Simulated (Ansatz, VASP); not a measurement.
**One calculation of Ti, two programs**

Contents of INCAR:

```
SYSTEM = Ti
PREC = Accurate ; ENCUT = 520
EDIFF = 1E-6 ; ISMEAR = 0
SIGMA = 0.1 ; LREAL = .False.
LASPH = .True. ; NELM = 100
ALGO = Normal ; ISIF = 2
LWAVE = .False. ; LCHARG = .False.
GGA = PE ; NBANDS = 12
```

The input KPOINTS:

```
Automatic mesh
0
Gamma
  8 8 8
  0 0 0
```

File POSCAR:

```
Ti
1.0
   -1.6327237473      1.6327237473      1.6327237473
    1.6327237473     -1.6327237473      1.6327237473
    1.6327237473      1.6327237473     -1.6327237473
Ti
1
Direct
    0.0000000000      0.0000000000      0.0000000000
```

Input for Ansatz:

```yaml
crystal:
  lattice:
    - [-1.6327237473, 1.6327237473, 1.6327237473]
    - [1.6327237473, -1.6327237473, 1.6327237473]
    - [1.6327237473, 1.6327237473, -1.6327237473]
  atoms:
    - { symbol: Ti, position: [0.0, 0.0, 0.0] }
basis:
  ecutwfc: 420
kpoints:
  mp_grid: { grid: [8, 8, 8] }
hamiltonian:
  xc: pbe
scf:
  occupations: { method: gaussian, width: 0.1 }
output:
  forces: true
  stress: true
  eigenvalues: true
```

Alike in both runs: task single point; functional PBE; k mesh 8 × 8 × 8; occupations gaussian, width 0.1 eV; no spin polarisation.

|  | VASP | Ansatz |
| --- | --- | --- |
| version | VASP 6.6.1 | Ansatz 0.2.0 |
| potentials or method | VASP PAW PBE potentials, release 64 (Ti_sv), cutoff 520 eV | scalar-relativistic, plane waves, PAW |
| valence electrons in the cell | 12 | 12 |

|  | VASP | Ansatz | Ansatz less VASP |
| --- | --- | --- | --- |
| gap on the k mesh at the Fermi level (eV) | none | none | - |
| pressure (GPa) | -1.4 | -1.1 | +0.23 |

A gap of «none» marks a metal or a gap that the smearing closes.
